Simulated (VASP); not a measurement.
Runs of VASP 6.6.1 on Zn. The structure is that of space group Im-3m (No. 229), or close to it. The cells are those of the table. 

```csv
task,cell,k mesh,cutoff (eV),smearing,gap on the mesh (eV),pressure (GPa),relaxed volume (Å³/atom)
relaxation of cell and atoms,"relaxed from a = 2.596 Å, angles 109.5°, 1 atom",20 × 20 × 20,600,gaussian 0.1 eV,none,0.0,13.74
single point,"a = 2.608 Å, angles 109.5°, 1 atom",22 × 22 × 22,520,gaussian 0.15 eV,none,(a),-
single point,"a = 2.608 Å, angles 109.5°, 1 atom",20 × 20 × 20,520,gaussian 0.15 eV,none,0.8,-
single point,"a = 2.608 Å, angles 109.5°, 1 atom",20 × 20 × 20,520,gaussian 0.1 eV,none,0.6,-
single point,"a = 2.596 Å, angles 109.5°, 1 atom",8 × 8 × 8,500,gaussian 0.1 eV,none,0.8,-
relaxation of cell and atoms,"relaxed from a = 2.718 Å, angles 109.5°, 1 atom",8 × 8 × 8,500,gaussian 0.1 eV,none,0.3,13.51
```

Alike in all rows: level LDA; potentials or basis VASP PAW LDA potentials, release 64 (Zn); no spin polarisation.

Q: Fill in the values left out.

A: (a) 0.9.

Caveats: some runs use coarse meshes.

A gap of «none» marks levels without a gap at the run's occupations.
